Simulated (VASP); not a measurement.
# AlN (Fm-3m) in VASP: notebook, part 2 of 2

VASP 6.6.1. The steps go on from the part before.

## (4) Relaxation of cell and atoms, RPBE

The input, INCAR:

```
PREC = Accurate ; ENCUT = 600
EDIFF = 1E-7 ; ISMEAR = 0
SIGMA = 0.02 ; LREAL = False
LASPH = True ; NELM = 120
ALGO = Normal ; ISIF = 3
LWAVE = False ; LCHARG = False
GGA = RP ; IBRION = 2
NSW = 100 ; EDIFFG = -0.002
GGA_COMPAT = False ; NELMIN = 4
```

The input, KPOINTS:

```
Automatic mesh
0
Gamma
  10 10 10
```

The input, POSCAR:

```
AlN
1.0
    0.0000000000      2.0345180000      2.0345180000
    2.0345180000      0.0000000000      2.0345180000
    2.0345180000      2.0345180000      0.0000000000
Al N
1 1
Direct
    0.5000000000      0.5000000000      0.5000000000
    0.0000000000      0.0000000000      0.0000000000
```

Potentials or basis: VASP PAW PBE potentials, release 64 (Al, N).

Command:

```console
cat potpaw_PBE.64/Al/POTCAR potpaw_PBE.64/N/POTCAR > POTCAR
mpirun -np 1 vasp_std > vasp.out
```

OUTCAR:

```text
PREC = Accurate
   ENCUT = 600
   EDIFF = 1E-7
   ISMEAR = 0
   LREAL = False
   LASPH = True
   NELM = 120
   ISIF = 3
   GGA = RP
   IBRION = 2
   NSW = 100
   EDIFFG = -0.002
   NELMIN = 4

 ion  position               nearest neighbor table
   1  0.500  0.500  0.500-   2 2.03   2 2.03   2 2.03   2 2.03   2 2.03   2 2.03
   2  0.000  0.000  0.000-   1 2.03   1 2.03   1 2.03   1 2.03   1 2.03   1 2.03

  LATTYP: Found a face centered cubic cell.
 ALAT       =     4.0690360000

  Lattice vectors:

 A1 = (   0.0000000000,   2.0345180000,   2.0345180000)
 A2 = (   2.0345180000,   0.0000000000,   2.0345180000)
 A3 = (   2.0345180000,   2.0345180000,   0.0000000000)

Analysis of symmetry for initial positions (statically):
=====================================================================
 Subroutine PRICEL returns:
 Original cell was already a primitive cell.

 Routine SETGRP: Setting up the symmetry group for a
 face centered cubic supercell.

 Subroutine GETGRP returns: Found 48 space group operations
 (whereof 48 operations were pure point group operations)
 out of a pool of 48 trial point group operations.

The static configuration has the point symmetry O_h .

[... 170 lines left out ...]
  in kB       40.5386849     40.5386849     40.5386849     -0.0000000      0.0000000     -0.0000000
  external PRESSURE =      40.5386849 kB  Pullay stress =       0.0000000 kB
[... 59 lines left out ...]
--------------------------------------- Ionic step        3  -------------------------------------------

 number of electron       8.0000000 magnetization

 Free energy of the ion-electron system (eV)
  ---------------------------------------------------
  ext. energy  EPLUGINS =         0.00000000
  ---------------------------------------------------
  free energy    TOTEN  =       -13.78605939 eV

  energy without entropy =      -13.78605939  energy(sigma->0) =      -13.78605939

 E-fermi :   9.7913     XC(G=0): -12.0242

 val. band max:        9.6291563033   @ k =   0.0000   0.0000   0.0000
 cond. band min:      14.0113676905   @ k =   0.5000   0.5000   0.0000
 fundamental gap:      4.3822113872
 Fermi energy:         9.7913465420

 k-point     1 :       0.0000    0.0000    0.0000
  band No.  band energies     occupation
      1      -7.6585      2.00000
      2       9.6292      2.00000
      3       9.6292      2.00000
      4       9.6292      2.00000
      5      14.8283      0.00000
      6      21.6905      0.00000
      7      21.6905      0.00000
      8      21.6905      0.00000
[... 243 lines left out ...]
 k-point    24 :       0.4000    0.3000    0.0000
  band No.  band energies     occupation
      1      -4.7838      2.00000
      2       3.9100      2.00000
      3       6.9292      2.00000
      4       7.4275      2.00000
      5      15.6013      0.00000
      6      16.4937      0.00000
      7      21.5025      0.00000
      8      24.8957      0.00000

 [... further k-points ...]

------------------------ aborting loop because EDIFF is reached ----------------------------------------

  FORCE on cell =-STRESS in cart. coord.  units (eV):
  Direction    XX          YY          ZZ          XY          YZ          ZX
  --------------------------------------------------------------------------------------
  -------------------------------------------------------------------------------------
  Total        0.0002240      0.0002240      0.0002240     -0.0000000      0.0000000      0.0000000
  in kB        0.0209667      0.0209667      0.0209667     -0.0000000      0.0000000      0.0000000
  external PRESSURE =       0.0209667 kB  Pullay stress =       0.0000000 kB
[... 17 lines left out ...]
  FREE ENERGIE OF THE ION-ELECTRON SYSTEM (eV)
  ---------------------------------------------------
  free  energy   TOTEN  =       -13.7860593925 eV

  energy  without entropy=      -13.7860593925  energy(sigma->0) =      -13.78605939

 reached required accuracy - stopping structural energy minimisation
```

CONTCAR:

```text
AlN
   1.00000000000000
     0.0000000000000000    2.0455364399403728    2.0455364399403728
     2.0455364399403728   -0.0000000000000000    2.0455364399403728
     2.0455364399403728    2.0455364399403728   -0.0000000000000000
  Al              N
     1     1
Direct
     0.5000000000000000    0.5000000000000000    0.5000000000000000
     0.0000000000000000    0.0000000000000000    0.0000000000000000

  0.00000000E+00  0.00000000E+00  0.00000000E+00
  0.00000000E+00  0.00000000E+00  0.00000000E+00
```

It took 22 s on 1 thread of Intel Xeon 8259CL, shared host; peak memory 0.14 GiB.

Results:

| Quantity | Value |
| --- | --- |
| Free energy | -13.7861 eV |
| Relaxed volume | 8.56 Å³/atom |
| Relaxed cell | a = 2.893 Å, b = 2.893 Å, c = 2.893 Å, α = 60.00°, β = 60.00°, γ = 60.00° |
| Space group after relaxing (to 0.1 Å) | Fm-3m (No. 225) |
| Energy gained by relaxing | 1.7 meV/atom |
| Ionic steps | 3 |
| Pressure after relaxing | 0.0 GPa |
| Band gap on the k mesh | 4.38 eV (least direct gap 5.20 eV) |

Step by step:
```csv
step,energy change (eV),largest force (eV/Å),pressure (GPa),volume (Å³)
1,0.0000,0.0000,4.05,16.84
2,-0.0007,0.0000,-3.40,17.37
3,-0.0034,0.0000,0.00,17.12
```

Final structure:
```yaml
crystal:
  lattice:
    - [0.00000, 2.04554, 2.04554]
    - [2.04554, 0.00000, 2.04554]
    - [2.04554, 2.04554, 0.00000]
  atoms:
    - { symbol: Al, position: [0.50000, 0.50000, 0.50000] }
    - { symbol: N, position: [0.00000, 0.00000, 0.00000] }
```

Caveat: the PAW data sets were made with another functional, which shifts forces and pressure a little. A k mesh can miss the band edges.

## (5) Summary

| task | cell | k mesh | smearing | gap on the mesh (eV) | pressure (GPa) |
| --- | --- | --- | --- | --- | --- |
| single point | a = 2.877 Å, angles 60.0°, 2 atoms | 8 × 8 × 8 | gaussian 0.1 eV | 4.53 | 4.0 |
| single point | a = 2.895 Å, angles 60.0°, 2 atoms | 10 × 10 × 10 | gaussian 0.02 eV | 4.36 | -0.7 |
| relaxation of cell and atoms | relaxed from a = 2.877 Å, angles 60.0°, 2 atoms | 10 × 10 × 10 | gaussian 0.02 eV | 4.38 | 0.0 |

Alike in all rows: level RPBE; potentials or basis VASP PAW PBE potentials, release 64 (Al, N); no spin polarisation; cutoff (eV) 600.

Caveats: the PAW data sets were made with another functional, which shifts forces and pressure a little; the cell stands under pressure (at least some runs).

Total energies depend on the potentials used, so only differences within one code and one set of settings carry meaning.
